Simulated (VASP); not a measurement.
Ti, 2 atoms in the cell. The structure is hexagonal, space group P6_3/mmc (No. 194). Conventional cell: a = 3.008 Å, b = 3.008 Å, c = 4.778 Å, α = 90.00°, β = 90.00°, γ = 120.00°. Ti (site symmetry -6m2) has 12 Ti at 2.95 to 3.01 Å within 3.9 Å. 

```yaml
Program: VASP 6.6.1
Task: electric field gradients
Functional: PBEsol
Potentials_or_basis: VASP PAW PBE potentials, release 64 (Ti_sv)
Cutoff: 520 eV
k_mesh: 14 × 14 × 8
Occupations: fermi-dirac, width 0.05 eV
Spin: no spin polarisation
Dipole_correction: no
Further_INCAR_settings: ALGO = Normal; EDIFF = 1e-08; NBANDS = 19
```

Potentials or basis: VASP PAW PBE potentials, release 64 (Ti_sv).

The run is started by

```sh
$ cat potpaw_PBE.64/Ti_sv/POTCAR > POTCAR
$ mpirun -np 1 vasp_std > vasp.out
```

Hardware: 1 thread of Intel Xeon 8259CL, with other jobs on the host.

Question: Estimate the wall time of this run.

Answer: Run time: 2.2 min on 1 thread of Intel Xeon 8259CL (shared host), peak memory 0.2 GiB. Counts: scf iterations 17, k points 120.
